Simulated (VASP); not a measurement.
# Rb (P6_3/mmc) in VASP: notebook

Runs on Rb. Level: LDA. Tasks: single point.

Everything below comes from runs of VASP 6.6.1. Logs are shortened: lines on timing, memory, paths and dates and some standing lists are left out, and cuts for length are marked.

### Step 1. The cell of the first run

Symmetry: P6_3/mmc, No. 194, hexagonal system. Conventional cell: a = 4.444 Å, b = 4.444 Å, c = 7.304 Å, α = 90.00°, β = 90.00°, γ = 120.00°. Within 5.8 Å of Rb (site symmetry -6m2) lie 12 Rb at 4.44 to 4.46 Å.

### Step 2. Single point, LDA (volume scaled by 0.8)

The input, INCAR:

```
SYSTEM = Rb
ALGO     = Normal         ! electronic algorithm
EDIFF    = 1E-7           ! SCF threshold, eV
ENCUT    = 520            ! plane-wave cutoff, eV
ISIF     = 2              ! what is computed and relaxed
ISMEAR   = -1             ! smearing method
LASPH    = .TRUE.         ! aspherical terms in the spheres
LCHARG   = .TRUE.         ! write CHGCAR
LELF     = .TRUE.         ! ELF
LREAL    = .FALSE.        ! projectors in reciprocal space
LVHAR    = .TRUE.       
LWAVE    = .FALSE.        ! write WAVECAR
NBANDS   = 16             ! bands
NELM     = 80             ! most SCF steps
PREC     = Accurate       ! precision mode
SIGMA    = 0.1            ! smearing width, eV
```

The input, KPOINTS:

```
k-points
0
G
  9 9 5
  0 0 0
```

The input, POSCAR:

```
Rb
1.0
    4.4436995562      0.0000000000      0.0000000000
   -2.2218497781      3.8483567024      0.0000000000
    0.0000000000      0.0000000000      7.3042727317
Rb
2
Direct
    0.3333333333      0.6666666667      0.2500000000
    0.6666666667      0.3333333333      0.7500000000
```

Potentials or basis: VASP PAW LDA potentials, release 64 (Rb_sv).

Run with:

```bash
$ cat potpaw_LDA.64/Rb_sv/POTCAR > POTCAR
$ mpirun -np 1 vasp_std > vasp.out
```

OUTCAR:

```text
SYSTEM = Rb
   EDIFF = 1E-7
   ENCUT = 520
   ISIF = 2
   ISMEAR = -1
   LASPH = .TRUE.
   LREAL = .FALSE.
   NELM = 80
   PREC = Accurate

 ion  position               nearest neighbor table
   1  0.333  0.667  0.250-   2 4.46   2 4.46   2 4.46   2 4.46   2 4.46   2 4.46
   2  0.667  0.333  0.750-   1 4.46   1 4.46   1 4.46   1 4.46   1 4.46   1 4.46

  LATTYP: Found a hexagonal cell.
 ALAT       =     4.4436995562
 C/A-ratio  =     1.6437368547

  Lattice vectors:

 A1 = (   4.4436995562,   0.0000000000,   0.0000000000)
 A2 = (  -2.2218497781,   3.8483567024,   0.0000000000)
 A3 = (   0.0000000000,   0.0000000000,   7.3042727317)

Analysis of symmetry for initial positions (statically):
=====================================================================
 Subroutine PRICEL returns:
 Original cell was already a primitive cell.

 Routine SETGRP: Setting up the symmetry group for a
 hexagonal supercell.

 Subroutine GETGRP returns: Found 24 space group operations
 (whereof 12 operations were pure point group operations)
 out of a pool of 24 trial point group operations.

The static configuration has the point symmetry D_3d.
 The point group associated with its full space group is D_6h.

Analysis of symmetry for dynamics (positions and initial velocities):
=====================================================================
 Subroutine PRICEL returns:
 Original cell was already a primitive cell.

 Routine SETGRP: Setting up the symmetry group for a
 hexagonal supercell.

 Subroutine GETGRP returns: Found 24 space group operations
 (whereof 12 operations were pure point group operations)
 out of a pool of 24 trial point group operations.

The dynamic configuration has the point symmetry D_3d.
 The point group associated with its full space group is D_6h.

 Subroutine INISYM returns: Found 24 space group operations
 (whereof 12 operations are pure point group operations),
 and found     1 'primitive' translations

----------------------------------------------------------------------------------------

                                     Primitive cell

  volume of cell :     124.9099

  direct lattice vectors                    reciprocal lattice vectors
     4.443699556  0.000000000  0.000000000     0.225037716  0.129925586  0.000000000
    -2.221849778  3.848356702  0.000000000     0.000000000  0.259851172  0.000000000
     0.000000000  0.000000000  7.304272732     0.000000000  0.000000000  0.136906169

  length of vectors
     4.443699556  4.443699556  7.304272732     0.259851172  0.259851172  0.136906169

  position of ions in fractional coordinates (direct lattice)
     0.333333333  0.666666667  0.250000000
     0.666666667  0.333333333  0.750000000

  ion indices of the primitive-cell ions
   primitive index   ion index
                 1           1
                 2           2

----------------------------------------------------------------------------------------

 KPOINTS: k-points

Automatic generation of k-mesh.
 Grid dimensions read from file:
 generate k-points for:    9    9    5

 Generating k-lattice:

  Cartesian coordinates                     Fractional coordinates (reciprocal lattice)
     0.025004191  0.014436176  0.000000000     0.111111111 -0.000000000  0.000000000
     0.000000000  0.028872352  0.000000000     0.000000000  0.111111111  0.000000000
     0.000000000  0.000000000  0.027381234     0.000000000  0.000000000  0.200000000

  Length of vectors
     0.028872352  0.028872352  0.027381234

  Shift w.r.t. Gamma in fractional coordinates (k-lattice)
     0.000000000  0.000000000  0.000000000

 Subroutine IBZKPT returns following result:
 ===========================================

 Found     36 irreducible k-points:

 Following reciprocal coordinates:
            Coordinates               Weight
  0.000000  0.000000  0.000000      1.000000
  0.111111  0.000000  0.000000      6.000000
  0.222222  0.000000  0.000000      6.000000
  0.333333  0.000000  0.000000      6.000000
  0.444444  0.000000  0.000000      6.000000
  0.111111  0.111111  0.000000      6.000000
[... 16 lines left out ...]
  0.333333  0.222222  0.200000     24.000000
  0.333333  0.333333  0.200000      4.000000
 [... further k-points ...]
   k-points           NKPTS =     36   k-points in BZ     NKDIM =     36   number of bands    NBANDS=     16
   number of dos      NEDOS =    301   number of ions     NIONS =      2
   total plane-waves  NPLWV =  69984
   dimension x,y,z NGX =    36 NGY =   36 NGZ =   54
   dimension x,y,z NGXF=    72 NGYF=   72 NGZF=  108
   ions per type =               2
   NGX,Y,Z   is equivalent  to a cutoff of  13.47, 13.47, 12.29 a.u.
   NGXF,Y,Z  is equivalent  to a cutoff of  26.94, 26.94, 24.58 a.u.
 SYSTEM =  Rb
   PREC   = accura    normal or accurate (medium, high low for compatibility)
   ISTART =      0    job   : 0-new  1-cont  2-samecut
   ICHARG =      2    charge: 1-file 2-atom 10-const
   ISPIN  =      1    spin polarized calculation?
   LNONCOLLINEAR =      F non collinear calculations
   LSORBIT =      F    spin-orbit coupling
   LASPH  =      T    aspherical Exc in radial PAW
   ENCUT  =  520.0 eV  38.22 Ry    6.18 a.u.   8.26  8.26 13.58*2*pi/ulx,y,z
   NELM   =     80;   NELMIN=  2; NELMDL= -5     # of ELM steps
   EDIFF  = 0.1E-06   stopping-criterion for ELM
   LREAL  =      F    real-space projection
   EDIFFG = 0.1E-05   stopping-criterion for IOM
   NSW    =      0    number of steps for IOM
   IBRION =     -1    ionic relax: 0-MD 1-quasi-New 2-CG
   NFREE  =      0    steps in history (QN), initial steepest desc. (CG)
   ISIF   =      2    stress and relaxation
   ISYM   =      2    0-nonsym 1-usesym 2-fastsym
   POTIM  = 0.5000    time-step for ionic-motion
   TEBEG  =    0.0;   TEEND  =   0.0 temperature during run
   PSTRESS=    0.0 pullay stress
   NELECT =      18.0000    total number of electrons
   NUPDOWN=      -1.0000    fix difference up-down
   EMIN   =  10.00;   EMAX   =-10.00  energy-range for DOS
   EFERMI =   0.00;   METHOD = LEGACY
   ISMEAR =    -1;   SIGMA  =   0.10  broadening in eV -4-tet -1-fermi 0-gaus
   EFERMI_NEDOS =   21; number of points for ismear=-14 and -15
   IALGO  =     38    algorithm
   IMIX   =      4    mixing-type and parameters
     AMIX     =   0.40;   BMIX     =  1.00
     AMIX_MAG =   1.60;   BMIX_MAG =  1.00
  volume/ion in A,a.u.               =      62.45       421.47
  Fermi-wavevector in a.u.,A,eV,Ry     =   0.858289  1.621930 10.022858  0.736659
  Thomas-Fermi vector in A             =   1.975471
   LORBIT       =      0    0 simple, 1 ext, 2 COOP (PROOUT), +10 PAW based schemes
   GGA     = CA    functional components
   LHFCALC =     F    Hartree Fock is set to
   AEXX    =    0.0000 exact exchange contribution
   IVDW    =     0    specifies the selected vdW correction
   LEPSILON=     F    determine dielectric tensor
   LRPA    =     F    only Hartree local field effects (RPA)
 non-spin polarized calculation
  energy-cutoff  :      520.00
  volume of cell :      124.91
 maximum number of plane-waves:      3383
 NGX is ok and might be reduce to    36
   NGX = 17   NGY = 17   NGZ = 27

 number of electron      18.0000000 magnetization

 Free energy of the ion-electron system (eV)
  ---------------------------------------------------
  ext. energy  EPLUGINS =         0.00000000
  ---------------------------------------------------
  free energy    TOTEN  =        -2.05861814 eV

  energy without entropy =       -2.00625734  energy(sigma->0) =       -2.03243774

 E-fermi :   0.7922     XC(G=0):  -6.7281

 val. band max:        0.7779665659   @ k =   0.4444   0.0000   0.4000
 cond. band min:       0.8591396258   @ k =   0.2222   0.0000   0.2000
 fundamental gap:      0.0811730600
 Fermi energy:         0.7921831087

 k-point     1 :       0.0000    0.0000    0.0000
  band No.  band energies     occupation
      1     -27.8856      2.00000
      2     -27.8634      2.00000
      3     -12.2399      2.00000
      4     -11.9455      2.00000
      5     -11.9455      2.00000
      6     -11.9064      2.00000
[... 8 lines left out ...]
     15       4.9794      0.00000
     16       4.9794      0.00000

 k-point     2 :       0.1111    0.0000    0.0000
  band No.  band energies     occupation
      1     -27.8832      2.00000
      2     -27.8622      2.00000
      3     -12.2263      2.00000
      4     -11.9769      2.00000
      5     -11.9551      2.00000
      6     -11.9368      2.00000
[... 8 lines left out ...]
     15       4.8205      0.00000
     16       5.1433      0.00000

 k-point     3 :       0.2222    0.0000    0.0000
  band No.  band energies     occupation
      1     -27.8769      2.00000
      2     -27.8592      2.00000
      3     -12.1892      2.00000
      4     -12.0568      2.00000
      5     -12.0157      2.00000
      6     -11.9783      2.00000
[... 8 lines left out ...]
     15       4.9054      0.00000
     16       5.0844      0.00000

 k-point     4 :       0.3333    0.0000    0.0000
  band No.  band energies     occupation
      1     -27.8692      2.00000
      2     -27.8564      2.00000
      3     -12.1476      2.00000
      4     -12.1390      2.00000
      5     -12.0998      2.00000
      6     -12.0034      2.00000
[... 8 lines left out ...]
     15       4.5552      0.00000
     16       5.7796      0.00000
[... 324 lines left out ...]
 k-point    22 :       0.2222    0.2222    0.2000
  band No.  band energies     occupation
      1     -27.8645      2.00000
      2     -27.8565      2.00000
      3     -12.1622      2.00000
      4     -12.1485      2.00000
      5     -12.0622      2.00000
      6     -12.0399      2.00000
[... 8 lines left out ...]
     15       3.6970      0.00000
     16       5.7237      0.00000

 k-point    23 :       0.3333    0.2222    0.2000
  band No.  band energies     occupation
      1     -27.8599      2.00000
      2     -27.8558      2.00000
      3     -12.1821      2.00000
      4     -12.1521      2.00000
      5     -12.0873      2.00000
      6     -12.0383      2.00000
[... 8 lines left out ...]
     15       3.9841      0.00000
     16       5.5850      0.00000

 k-point    24 :       0.3333    0.3333    0.2000
  band No.  band energies     occupation
      1     -27.8570      2.00000
      2     -27.8570      2.00000
      3     -12.1467      2.00000
      4     -12.1368      2.00000
      5     -12.1368      2.00000
      6     -12.0656      2.00000
[... 8 lines left out ...]
     15       4.1491      0.00000
     16       5.7673      0.00000

 [... further k-points ...]

------------------------ aborting loop because EDIFF is reached ----------------------------------------

  FORCE on cell =-STRESS in cart. coord.  units (eV):
  Direction    XX          YY          ZZ          XY          YZ          ZX
  --------------------------------------------------------------------------------------
  -------------------------------------------------------------------------------------
  Total        0.9003601      0.9003601      0.9065451     -0.0000000      0.0000000      0.0000000
  in kB       11.5486135     11.5486135     11.6279455     -0.0000000      0.0000000      0.0000000
  external PRESSURE =      11.5750575 kB  Pullay stress =       0.0000000 kB

 VOLUME and BASIS-vectors are now :
 -----------------------------------------------------------------------------
  energy-cutoff  :      520.00
  volume of cell :      124.91
      direct lattice vectors                 reciprocal lattice vectors
     4.443699556  0.000000000  0.000000000     0.225037716  0.129925586  0.000000000
    -2.221849778  3.848356702  0.000000000     0.000000000  0.259851172  0.000000000
     0.000000000  0.000000000  7.304272732     0.000000000  0.000000000  0.136906169

 POSITION                                       TOTAL-FORCE (eV/Angst)
 -----------------------------------------------------------------------------------
     -0.00000      2.56557      1.82607        -0.000000     -0.000000      0.000000
      2.22185      1.28279      5.47820         0.000000      0.000000      0.000000
 -----------------------------------------------------------------------------------
    total drift:                               -0.000000      0.000000     -0.000000

  FREE ENERGIE OF THE ION-ELECTRON SYSTEM (eV)
  ---------------------------------------------------
  free  energy   TOTEN  =        -2.0586181420 eV

  energy  without entropy=       -2.0062573412  energy(sigma->0) =       -2.03243774
```

Wall time 38 s (1 thread of Intel Xeon Platinum 8488C (Sapphire Rapids), shared host); peak memory 0.22 GiB.

Results:

* Free energy: -2.0586 eV
* Pressure: 1.2 GPa
* Band gap on the k mesh: zero (band 9 reaches 1.82 eV, above the bottom of band 10 at -0.45 eV)

Levels at points of the mesh, in eV from the Fermi level:
```csv
k point,band 6,band 7,band 8,band 9,band 10,band 11,band 12,band 13
"(0.00, 0.00, 0.00)",-12.70,-12.70,-12.70,-2.53,-0.06,1.05,3.67,3.67
```

### Step 3. Single point, LDA (volume scaled by 0.8)

The input, INCAR:

```
ALGO     = Normal         # electronic algorithm
EDIFF    = 1E-7           # SCF threshold, eV
ENCUT    = 520            # plane-wave cutoff, eV
GGA      = CA             # functional
ISIF     = 2              # what is computed and relaxed
ISMEAR   = -1             # smearing method
LASPH    = True           # aspherical terms in the spheres
LCHARG   = False          # write CHGCAR
LREAL    = False          # projectors in reciprocal space
LWAVE    = False          # write WAVECAR
NBANDS   = 16             # bands
NELM     = 80             # most SCF steps
PREC     = Accurate       # precision mode
SIGMA    = 0.1            # smearing width, eV
```

The input, KPOINTS:

```
k-points
0
Gamma
  9 9 5
```

POSCAR is that of step 2.

Potentials or basis: VASP PAW LDA potentials, release 64 (Rb_sv).

Run with:

```bash
$ cat potpaw_LDA.64/Rb_sv/POTCAR > POTCAR
$ mpirun -np 1 vasp_std > vasp.out
```

Wall time 35 s (1 thread of Intel Xeon Platinum 8488C (Sapphire Rapids), shared host); peak memory 0.22 GiB.

It converged, with:

```
Free energy            : -2.0586 eV
Pressure               : 1.2 GPa
Band gap on the k mesh : zero (band 9 reaches 1.82 eV, above the bottom of band 10 at -0.45 eV)
```

Levels at points of the mesh, in eV from the Fermi level:
| k point | band 7 | band 8 | band 9 | band 10 | band 11 | band 12 |
| --- | --- | --- | --- | --- | --- | --- |
| (0.00, 0.00, 0.00) | -12.70 | -12.70 | -2.53 | -0.06 | 1.05 | 3.67 |
